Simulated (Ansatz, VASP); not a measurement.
## One calculation of TaN, two programs

```
CELL_PARAMETERS angstrom
2.93800 0.00000 0.00000
-1.46900 2.55710 0.00000
0.00000 0.00000 2.88300
ATOMIC_POSITIONS crystal
Ta 0.33333 0.66667 0.50000
N 0.00000 0.00000 0.00000
```

Change from the starting cell: strain +0.0050 x Voigt [0, 1, 0, 0, 0, 0], atoms carried along.

Alike in both runs: task single point; functional PBEsol; k mesh 18 × 18 × 16; occupations gaussian, width 0.15 eV; no spin polarisation.

|  | VASP | Ansatz |
| --- | --- | --- |
| version | VASP 6.6.1 | Ansatz 0.2.0 |
| potentials or method | VASP PAW PBE potentials, release 64 (Ta_pv, N), cutoff 520 eV | scalar-relativistic, plane waves, PAW |
| valence electrons in the cell | 16 | 18 |

|  | VASP | Ansatz | Ansatz less VASP |
| --- | --- | --- | --- |
| gap on the k mesh at the Fermi level (eV) | none | none | - |
| pressure (GPa) | -5.7 | -6.5 | -0.76 |
| traceless stress, the component that is largest in VASP (GPa) | -1.53 | -1.46 | +0.067 |
| rms of the force components (eV/Å) | 0.004 | 0.004 | -0.0004 |

VASP's potentials were made for PBE, not for PBEsol. Atom by atom the forces differ by 0.000 eV/Å (rms over components). A gap of «none» marks a metal or a gap that the smearing closes. With one functional, cell and mesh, what is left measures potentials, basis and numerics. VASP's potentials hold 16 valence electrons a cell and Ansatz's 18, so a difference there can come from the potentials and not from the codes.

Neither program's run includes spin-orbit coupling.
